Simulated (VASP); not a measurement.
Input of a VASP 6.6.1 run:

Contents of INCAR:

```
SYSTEM = BN
ALGO = Normal
DIPOL = 0.5 0.5 0.500
EDIFF = 1E-6
ENCUT = 520
GGA = PE
IDIPOL = 3
ISIF = 2
ISMEAR = 0
IVDW = 12
LASPH = .True.
LCHARG = .True.
LDIPOL = .True.
LELF = .True.
LREAL = .False.
LVACPOTAV = .True.
LVHAR = .True.
LWAVE = .False.
NBANDS = 11
NELM = 100
PREC = Accurate
SIGMA = 0.02
```

KPOINTS

```
k-points
0
Gamma
  12 12 1
  0 0 0
```

POSCAR

```
BN
1.0
    2.4585868245      0.0000000000      0.0000000000
   -1.2292934122      2.1726516810      0.0000000000
    0.0000000000      0.0000000000     26.0000000000
B N
1 1
Direct
   -0.0007473287     -0.0014946575      0.5000000000
    0.6674139954      0.3348279908      0.5000000000
```

Potentials or basis: VASP PAW PBE potentials, release 64 (B, N).

Run with:

```console
$ cat potpaw_PBE.64/B/POTCAR potpaw_PBE.64/N/POTCAR > POTCAR
$ mpirun -np 1 vasp_std > vasp.out
```

(1) Estimate the dispersion energy per atom.

(2) What does it give for the band gap on the k mesh?

## Answers

(1) -0.079 eV.

(2) 4.65 eV (least direct gap 4.75 eV).

Caveat: the cell differs from its parent crystal (strain along x -0.020, then relaxed in part).
